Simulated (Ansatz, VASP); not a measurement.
# HfC: VASP beside Ansatz

INCAR

```
ALGO     = Normal         # electronic algorithm
DIPOL    = 0.5 0.5 0.500
EDIFF    = 1E-6           # SCF threshold, eV
ENCUT    = 520            # plane-wave cutoff, eV
GGA      = PS             # functional
IDIPOL   = 3            
ISIF     = 2              # what is computed and relaxed
ISMEAR   = 0              # smearing method
LASPH    = True           # aspherical terms in the spheres
LCHARG   = True           # write CHGCAR
LDIPOL   = True         
LELF     = True           # ELF
LREAL    = False          # projectors in reciprocal space
LVACPOTAV= True         
LVHAR    = True         
LWAVE    = False          # write WAVECAR
NBANDS   = 54             # bands
NELM     = 100            # most SCF steps
PREC     = Accurate       # precision mode
SIGMA    = 0.1            # smearing width, eV
```

Contents of KPOINTS:

```
k-points
0
Gamma
  4 4 1
```

Contents of POSCAR:

```
HfC
1.0
    3.2580963670      0.0000000000      0.0000000000
    0.0000000000      3.2580963670      0.0000000000
    0.0000000000      0.0000000000     27.5415769010
Hf C
6 6
Direct
    0.9999999999      0.0000000000      0.2939769258
    0.5000000000      0.5000000000      0.3754684893
    0.9999999999      0.0000000000      0.4583370369
    0.5000000000      0.5000000000      0.5416629630
    0.9999999999      0.0000000000      0.6245315107
    0.5000000000      0.5000000000      0.7060230738
    0.5000000000      0.5000000000      0.2904699331
    0.9999999999      0.0000000000      0.3740045641
    0.5000000000      0.5000000000      0.4577904879
    0.9999999999      0.0000000000      0.5422095114
    0.5000000000      0.5000000000      0.6259954363
    0.9999999999      0.0000000000      0.7095300669
```

Input for Ansatz:

```yaml
crystal:
  lattice:
    - [3.258096367, 0.0, 0.0]
    - [0.0, 3.258096367, 0.0]
    - [0.0, 0.0, 27.541576901]
  atoms:
    - { symbol: Hf, position: [0.9999999999, 0.0, 0.2939769258] }
    - { symbol: C, position: [0.5, 0.5, 0.2904699331] }
    - { symbol: Hf, position: [0.5, 0.5, 0.3754684893] }
    - { symbol: C, position: [0.9999999999, 0.0, 0.3740045641] }
    - { symbol: Hf, position: [0.9999999999, 0.0, 0.4583370369] }
    - { symbol: C, position: [0.5, 0.5, 0.4577904879] }
    - { symbol: Hf, position: [0.5, 0.5, 0.541662963] }
    - { symbol: C, position: [0.9999999999, 0.0, 0.5422095114] }
    - { symbol: Hf, position: [0.9999999999, 0.0, 0.6245315107] }
    - { symbol: C, position: [0.5, 0.5, 0.6259954363] }
    - { symbol: Hf, position: [0.5, 0.5, 0.7060230738] }
    - { symbol: C, position: [0.9999999999, 0.0, 0.7095300669] }
basis:
  ecutwfc: 420
kpoints:
  mp_grid: { grid: [4, 4, 1] }
scf:
  occupations: { method: gaussian, width: 0.1 }
  n_extra_bands: 4
hamiltonian:
  xc: pbesol
  pseudopotentials: { kind: paw, azcp: { folder: soft_1 } }
output:
  eigenvalues: true
  forces: true
  stress: false
efield:
  axis: 3
  dipole_correction: true
```

Alike in both runs: task single point; functional PBEsol; k mesh 4 × 4 × 1; occupations gaussian, width 0.1 eV; no spin polarisation.

```csv
,VASP,Ansatz
version,VASP 6.6.1,Ansatz 0.2.0
potentials or method,"VASP PAW PBE potentials, release 64 (Hf_pv, C), cutoff 520 eV","plane-wave PAW, scalar-relativistic"
valence electrons in the cell,84,180
```

Ansatz gave:

```
rms of the force components (eV/Å) : 0.043
```

**Question.** Which values does VASP return?

**Answer.** rms of the force components (eV/Å): 0.040.

VASP's potentials were made for PBE, not for PBEsol, and Ansatz warns of the same on its side. With one functional, cell and mesh, what is left measures potentials, basis and numerics. VASP's potentials hold 84 valence electrons a cell and Ansatz's 180, so a difference there can come from the potentials and not from the codes. Ansatz's warnings: vacuum below fermi.

The k mesh is coarse, so the values compare programs but aren't converged. Neither program's run includes spin-orbit coupling.
